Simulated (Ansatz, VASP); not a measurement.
## One calculation of Na, two programs

The input INCAR:

```
PREC     = Accurate       # precision mode
ENCUT    = 600            # plane-wave cutoff, eV
EDIFF    = 1E-6           # SCF threshold, eV
ISMEAR   = -1             # smearing method
SIGMA    = 0.05           # smearing width, eV
LREAL    = F              # projectors in reciprocal space
LASPH    = T              # aspherical terms in the spheres
NELM     = 60             # most SCF steps
ALGO     = Normal         # electronic algorithm
ISIF     = 3              # what is computed and relaxed
LWAVE    = F              # write WAVECAR
LCHARG   = F              # write CHGCAR
GGA      = CA             # functional
IBRION   = 2              # ionic algorithm
NSW      = 60             # ionic steps
EDIFFG   = -0.005         # ionic threshold
```

KPOINTS

```
regular mesh
0
Gamma
  13 13 13
```

POSCAR

```
Na
1.0
   -2.0287108707      2.0287108707      2.0287108707
    2.0287108707     -2.0287108707      2.0287108707
    2.0287108707      2.0287108707     -2.0287108707
Na
1
Direct
    0.0000000000      0.0000000000      0.0000000000
```

Input for Ansatz:

```yaml
crystal:
  lattice:
    - [-2.0287108707, 2.0287108707, 2.0287108707]
    - [2.0287108707, -2.0287108707, 2.0287108707]
    - [2.0287108707, 2.0287108707, -2.0287108707]
  atoms:
    - { symbol: Na, position: [0.0, 0.0, 0.0] }
kpoints:
  mp_grid: { grid: [13, 13, 13] }
scf:
  occupations: { method: fermi_dirac, width: 0.05 }
hamiltonian:
  xc: lda
  pseudopotentials: { kind: paw }
output:
  forces: true
  stress: true
relax:
  f_tol: 0.005
  max_steps: 40
  cell: {}
```

Alike in both runs: task relaxation of cell and atoms; functional LDA; k mesh 13 × 13 × 13; occupations fermi-dirac, width 0.05 eV; no spin polarisation.

|  | VASP | Ansatz |
| --- | --- | --- |
| version | VASP 6.6.1 | Ansatz 0.2.0 |
| potentials or method | VASP PAW LDA potentials, release 64 (Na_pv) | PAW with Ansatz's default frozen-core files, scalar-relativistic |
| plane-wave cutoff (eV) | 600 | 420 |
| valence electrons in the cell | 7 | 9 |

```csv
,VASP,Ansatz,Ansatz less VASP
relaxed volume (Å³/atom),33.34,33.40,+0.060
relaxed length of the cell vector where the two differ most in proportion (Å),3.512,3.514,+0.0021
```

LDA's correlation is that of Perdew and Zunger in VASP and of Perdew and Wang (1992) in Ansatz. VASP's potentials hold 7 valence electrons a cell and Ansatz's 9, so a difference there can come from the potentials and not from the codes.
